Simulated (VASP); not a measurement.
# Cd3InO (Pm-3m) in VASP: single point with PBE

Aim: the single point of Cd3InO with PBE.

Everything below comes from runs of VASP 6.6.1. Logs are shortened: lines on timing, memory, paths and dates and some standing lists are left out, and cuts for length are marked.

**1. The cell of the first run**

Symmetry: Pm-3m, No. 221, cubic system. The conventional cell has a = 4.985 Å, b = 4.985 Å, c = 4.985 Å, α = 90.00°, β = 90.00°, γ = 90.00°. Cd (site symmetry 4/mmm) has 2 In at 2.49 Å within 3.3 Å. In (site symmetry m-3m) has 6 Cd at 2.49 Å within 3.3 Å. Within 4.6 Å of O (site symmetry m-3m) lie 12 Cd at 3.53 Å and 8 In at 4.32 Å.

**2. Single point, PBE**

INCAR reads:

```
ALGO = Normal ; EDIFF = 1E-6
ENCUT = 520 ; GGA = PE
ISIF = 2 ; ISMEAR = 0
LASPH = True ; LCHARG = False
LREAL = False ; LWAVE = False
NBANDS = 36 ; NELM = 80
PREC = Accurate ; SIGMA = 0.1
```

KPOINTS reads:

```
k-points
0
Gamma
  4 4 4
```

POSCAR reads:

```
Cd3InO
1.0
    4.9854541100      0.0000000000      0.0000000000
    0.0000000000      4.9854541100      0.0000000000
    0.0000000000      0.0000000000      4.9854541100
Cd In O
3 1 1
Direct
    0.0000000000      0.5000000000      0.5000000000
    0.5000000000      0.0000000000      0.5000000000
    0.5000000000      0.5000000000      0.0000000000
    0.5000000000      0.5000000000      0.5000000000
    0.0000000000      0.0000000000      0.0000000000
```

Potentials or basis: VASP PAW PBE potentials, release 64 (Cd, In_d, O).

The run is started by

```
$ cat potpaw_PBE.64/Cd/POTCAR potpaw_PBE.64/In_d/POTCAR potpaw_PBE.64/O/POTCAR > POTCAR
$ mpirun -np 1 vasp_std > vasp.out
```

OUTCAR:

```text
EDIFF = 1E-6
   ENCUT = 520
   GGA = PE
   ISIF = 2
   ISMEAR = 0
   LASPH = True
   LREAL = False
   NELM = 80
   PREC = Accurate

 ion  position               nearest neighbor table
   1  0.000  0.500  0.500-   4 2.49   4 2.49   2 3.53   3 3.53   2 3.53   2 3.53   3 3.53   3 3.53
                             3 3.53   2 3.53
   2  0.500  0.000  0.500-   4 2.49   4 2.49   1 3.53   3 3.53   1 3.53   3 3.53   3 3.53   3 3.53
                             1 3.53   1 3.53
   3  0.500  0.500  0.000-   4 2.49   4 2.49   1 3.53   1 3.53   2 3.53   2 3.53   2 3.53   2 3.53
                             1 3.53   1 3.53
   4  0.500  0.500  0.500-   1 2.49   2 2.49   3 2.49   3 2.49   2 2.49   1 2.49
   5  0.000  0.000  0.000-

  LATTYP: Found a simple cubic cell.
 ALAT       =     4.9854541100

  Lattice vectors:

 A1 = (   4.9854541100,   0.0000000000,   0.0000000000)
 A2 = (   0.0000000000,   4.9854541100,   0.0000000000)
 A3 = (   0.0000000000,   0.0000000000,   4.9854541100)

Analysis of symmetry for initial positions (statically):
=====================================================================
 Subroutine PRICEL returns:
 Original cell was already a primitive cell.

 Routine SETGRP: Setting up the symmetry group for a
 simple cubic supercell.

 Subroutine GETGRP returns: Found 48 space group operations
 (whereof 48 operations were pure point group operations)
 out of a pool of 48 trial point group operations.

The static configuration has the point symmetry O_h .

Analysis of symmetry for dynamics (positions and initial velocities):
=====================================================================
 Subroutine PRICEL returns:
 Original cell was already a primitive cell.

 Routine SETGRP: Setting up the symmetry group for a
 simple cubic supercell.

 Subroutine GETGRP returns: Found 48 space group operations
 (whereof 48 operations were pure point group operations)
 out of a pool of 48 trial point group operations.

The dynamic configuration has the point symmetry O_h .

 Subroutine INISYM returns: Found 48 space group operations
 (whereof 48 operations are pure point group operations),
 and found     1 'primitive' translations

----------------------------------------------------------------------------------------

                                     Primitive cell

  volume of cell :     123.9122

  direct lattice vectors                    reciprocal lattice vectors
     4.985454110  0.000000000  0.000000000     0.200583533  0.000000000  0.000000000
     0.000000000  4.985454110  0.000000000     0.000000000  0.200583533  0.000000000
     0.000000000  0.000000000  4.985454110     0.000000000  0.000000000  0.200583533

  length of vectors
     4.985454110  4.985454110  4.985454110     0.200583533  0.200583533  0.200583533

  position of ions in fractional coordinates (direct lattice)
     0.000000000  0.500000000  0.500000000
     0.500000000  0.000000000  0.500000000
     0.500000000  0.500000000  0.000000000
     0.500000000  0.500000000  0.500000000
     0.000000000  0.000000000  0.000000000

  ion indices of the primitive-cell ions
   primitive index   ion index
                 1           1
                 2           2
                 3           3
                 4           4
                 5           5

----------------------------------------------------------------------------------------

 KPOINTS: k-points

Automatic generation of k-mesh.
 Grid dimensions read from file:
 generate k-points for:    4    4    4

 Generating k-lattice:

  Cartesian coordinates                     Fractional coordinates (reciprocal lattice)
     0.050145883  0.000000000  0.000000000     0.250000000  0.000000000  0.000000000
     0.000000000  0.050145883  0.000000000     0.000000000  0.250000000  0.000000000
     0.000000000  0.000000000  0.050145883     0.000000000  0.000000000  0.250000000

  Length of vectors
     0.050145883  0.050145883  0.050145883

  Shift w.r.t. Gamma in fractional coordinates (k-lattice)
     0.000000000  0.000000000  0.000000000

 Subroutine IBZKPT returns following result:
 ===========================================

 Found     10 irreducible k-points:

 Following reciprocal coordinates:
            Coordinates               Weight
  0.000000  0.000000  0.000000      1.000000
  0.250000  0.000000  0.000000      6.000000
  0.500000  0.000000  0.000000      3.000000
  0.250000  0.250000  0.000000     12.000000
  0.500000  0.250000  0.000000     12.000000
  0.500000  0.500000  0.000000      3.000000
  0.250000  0.250000  0.250000      8.000000
  0.500000  0.250000  0.250000     12.000000
  0.500000  0.500000  0.250000      6.000000
  0.500000  0.500000  0.500000      1.000000
   k-points           NKPTS =     10   k-points in BZ     NKDIM =     10   number of bands    NBANDS=     36
   number of dos      NEDOS =    301   number of ions     NIONS =      5
   total plane-waves  NPLWV =  64000
   dimension x,y,z NGX =    40 NGY =   40 NGZ =   40
   dimension x,y,z NGXF=    80 NGYF=   80 NGZF=   80
   ions per type =               3   1   1
   NGX,Y,Z   is equivalent  to a cutoff of  13.34, 13.34, 13.34 a.u.
   NGXF,Y,Z  is equivalent  to a cutoff of  26.68, 26.68, 26.68 a.u.
 SYSTEM =  unknown system
   PREC   = accura    normal or accurate (medium, high low for compatibility)
   ISTART =      0    job   : 0-new  1-cont  2-samecut
   ICHARG =      2    charge: 1-file 2-atom 10-const
   ISPIN  =      1    spin polarized calculation?
   LNONCOLLINEAR =      F non collinear calculations
   LSORBIT =      F    spin-orbit coupling
   LASPH  =      T    aspherical Exc in radial PAW
   ENCUT  =  520.0 eV  38.22 Ry    6.18 a.u.   9.27  9.27  9.27*2*pi/ulx,y,z
   NELM   =     80;   NELMIN=  2; NELMDL= -5     # of ELM steps
   EDIFF  = 0.1E-05   stopping-criterion for ELM
   LREAL  =      F    real-space projection
   EDIFFG = 0.1E-04   stopping-criterion for IOM
   NSW    =      0    number of steps for IOM
   IBRION =     -1    ionic relax: 0-MD 1-quasi-New 2-CG
   NFREE  =      0    steps in history (QN), initial steepest desc. (CG)
   ISIF   =      2    stress and relaxation
   ISYM   =      2    0-nonsym 1-usesym 2-fastsym
   POTIM  = 0.5000    time-step for ionic-motion
   TEBEG  =    0.0;   TEEND  =   0.0 temperature during run
   PSTRESS=    0.0 pullay stress
   NELECT =      55.0000    total number of electrons
   NUPDOWN=      -1.0000    fix difference up-down
   EMIN   =  10.00;   EMAX   =-10.00  energy-range for DOS
   EFERMI =   0.00;   METHOD = LEGACY
   ISMEAR =     0;   SIGMA  =   0.10  broadening in eV -4-tet -1-fermi 0-gaus
   EFERMI_NEDOS =   21; number of points for ismear=-14 and -15
   IALGO  =     38    algorithm
   IMIX   =      4    mixing-type and parameters
     AMIX     =   0.40;   BMIX     =  1.00
     AMIX_MAG =   1.60;   BMIX_MAG =  1.00
  volume/ion in A,a.u.               =      24.78       167.24
  Fermi-wavevector in a.u.,A,eV,Ry     =   1.248795  2.359880 21.218121  1.559488
  Thomas-Fermi vector in A             =   2.382865
   LORBIT       =      0    0 simple, 1 ext, 2 COOP (PROOUT), +10 PAW based schemes
   GGA     = PE    functional components
   LHFCALC =     F    Hartree Fock is set to
   AEXX    =    0.0000 exact exchange contribution
   IVDW    =     0    specifies the selected vdW correction
   LEPSILON=     F    determine dielectric tensor
   LRPA    =     F    only Hartree local field effects (RPA)
 non-spin polarized calculation
 Gauss-broadening in eV      SIGMA  =   0.10
  energy-cutoff  :      520.00
  volume of cell :      123.91
 maximum number of plane-waves:      3362
 NGX is ok and might be reduce to    40
   NGX = 19   NGY = 19   NGZ = 19

 number of electron      55.0000044 magnetization

 Free energy of the ion-electron system (eV)
  ---------------------------------------------------
  ext. energy  EPLUGINS =         0.00000000
  ---------------------------------------------------
  free energy    TOTEN  =        -5.30815828 eV

  energy without entropy =       -5.25277043  energy(sigma->0) =       -5.28046435

 E-fermi :   1.5219     XC(G=0):  -9.3919

 val. band max:        1.5040328975   @ k =   0.5000   0.5000   0.0000
 cond. band min:       1.5306359150   @ k =   0.2500   0.0000   0.0000
 fundamental gap:      0.0266030174
 Fermi energy:         1.5219274733

 k-point     1 :       0.0000    0.0000    0.0000
  band No.  band energies     occupation
      1     -13.8108      2.00000
      2     -13.8108      2.00000
      3     -13.3596      2.00000
      4     -13.3596      2.00000
      5     -13.3596      2.00000
      6     -13.2907      2.00000
[... 28 lines left out ...]
     35       8.6892      0.00000
     36       8.6892      0.00000

 k-point     2 :       0.2500    0.0000    0.0000
  band No.  band energies     occupation
      1     -13.8102      2.00000
      2     -13.7073      2.00000
      3     -13.3590      2.00000
      4     -13.3376      2.00000
      5     -13.3376      2.00000
      6     -13.2860      2.00000
[... 28 lines left out ...]
     35       7.7677      0.00000
     36       8.2776      0.00000

 k-point     3 :       0.5000    0.0000    0.0000
  band No.  band energies     occupation
      1     -13.8095      2.00000
      2     -13.6009      2.00000
      3     -13.3583      2.00000
      4     -13.3154      2.00000
      5     -13.3154      2.00000
      6     -13.2813      2.00000
[... 28 lines left out ...]
     35       8.1203      0.00000
     36       8.1203      0.00000
[... 196 lines left out ...]
 k-point     9 :       0.5000    0.5000    0.2500
  band No.  band energies     occupation
      1     -13.5931      2.00000
      2     -13.4708      2.00000
      3     -13.2969      2.00000
      4     -13.2925      2.00000
      5     -13.2925      2.00000
      6     -13.2486      2.00000
[... 28 lines left out ...]
     35       9.7950      0.00000
     36      10.2300      0.00000

 k-point    10 :       0.5000    0.5000    0.5000
  band No.  band energies     occupation
      1     -13.4702      2.00000
      2     -13.4702      2.00000
      3     -13.2737      2.00000
      4     -13.2705      2.00000
      5     -13.2705      2.00000
      6     -13.2705      2.00000
[... 28 lines left out ...]
     35      11.6353      0.00000
     36      11.6353      0.00000

------------------------ aborting loop because EDIFF is reached ----------------------------------------

  FORCE on cell =-STRESS in cart. coord.  units (eV):
  Direction    XX          YY          ZZ          XY          YZ          ZX
  --------------------------------------------------------------------------------------
  -------------------------------------------------------------------------------------
  Total        8.5257961      8.5257961      8.5257961     -0.0000000      0.0000000      0.0000000
  in kB      110.2380072    110.2380072    110.2380072     -0.0000000      0.0000000      0.0000000
  external PRESSURE =     110.2380072 kB  Pullay stress =       0.0000000 kB

 VOLUME and BASIS-vectors are now :
 -----------------------------------------------------------------------------
  energy-cutoff  :      520.00
  volume of cell :      123.91
      direct lattice vectors                 reciprocal lattice vectors
     4.985454110  0.000000000  0.000000000     0.200583533  0.000000000  0.000000000
     0.000000000  4.985454110  0.000000000     0.000000000  0.200583533  0.000000000
     0.000000000  0.000000000  4.985454110     0.000000000  0.000000000  0.200583533

 POSITION                                       TOTAL-FORCE (eV/Angst)
 -----------------------------------------------------------------------------------
      0.00000      2.49273      2.49273         0.000000      0.000000      0.000000
      2.49273      0.00000      2.49273         0.000000      0.000000      0.000000
      2.49273      2.49273      0.00000         0.000000      0.000000      0.000000
      2.49273      2.49273      2.49273         0.000000      0.000000      0.000000
      0.00000      0.00000      0.00000         0.000000      0.000000      0.000000
 -----------------------------------------------------------------------------------
    total drift:                               -0.000000     -0.000000     -0.000000

  FREE ENERGIE OF THE ION-ELECTRON SYSTEM (eV)
  ---------------------------------------------------
  free  energy   TOTEN  =        -5.3081582827 eV

  energy  without entropy=       -5.2527704256  energy(sigma->0) =       -5.28046435
```

It took 1.7 min on 1 thread of AMD EPYC 7R43 (Zen 3), shared host; peak memory 0.22 GiB.

What came out:

```yaml
Free_energy: -5.3082 eV
Pressure: 11.0 GPa
```

Caveat: spin-orbit coupling is left out, which moves the levels of the heavy elements; an odd number of electrons without spin polarisation forces a metal; a magnetic or distorted state may lie lower.
